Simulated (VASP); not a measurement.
**Rh: single point with PBE**

The system is Rh.

```
Rh
1.0
    -1.53497    1.53497    1.53497
     1.53497   -1.53497    1.53497
     1.53497    1.53497   -1.53497
Rh
1
Direct
  0.00000 0.00000 0.00000
```

This isn't the form of Rh at room conditions, which is fcc.

- Program: VASP 6.6.1
- Task: single point
- Functional: PBE
- Potentials or basis: VASP PAW PBE potentials, release 64 (Rh_pv)
- Cutoff: 520 eV
- k mesh: 8 × 8 × 8
- Occupations: gaussian, width 0.1 eV
- Spin: no spin polarisation

The pressure is 0.1 GPa. The band gap on the k mesh is zero (an odd number of electrons rules out a gap without spin polarisation).

Levels at points of the mesh, in eV from the Fermi level:
| k point | band 4 | band 5 | band 6 | band 7 | band 8 | band 9 | band 10 | band 11 | band 12 | band 13 |
| --- | --- | --- | --- | --- | --- | --- | --- | --- | --- | --- |
| (0.00, 0.00, 0.00) | -7.41 | -2.74 | -2.74 | -2.74 | -0.41 | -0.41 | 18.45 | 18.45 | 18.45 | 21.14 |
| (0.50, 0.00, 0.00) | -5.53 | -4.18 | -0.48 | -0.09 | 1.37 | 1.52 | 9.02 | 14.57 | 18.15 | 21.14 |
| (0.50, 0.50, 0.50) | -5.51 | -5.51 | 1.04 | 1.04 | 1.04 | 9.34 | 9.34 | 9.34 | 18.73 | 18.73 |

Wall time 18 s on 1 thread of Intel Xeon 8259CL (shared host), peak memory 0.13 GiB.

Caveat: the k points lie up to 0.36 Å⁻¹ apart, too coarse for converged energies and pressures of a metal.
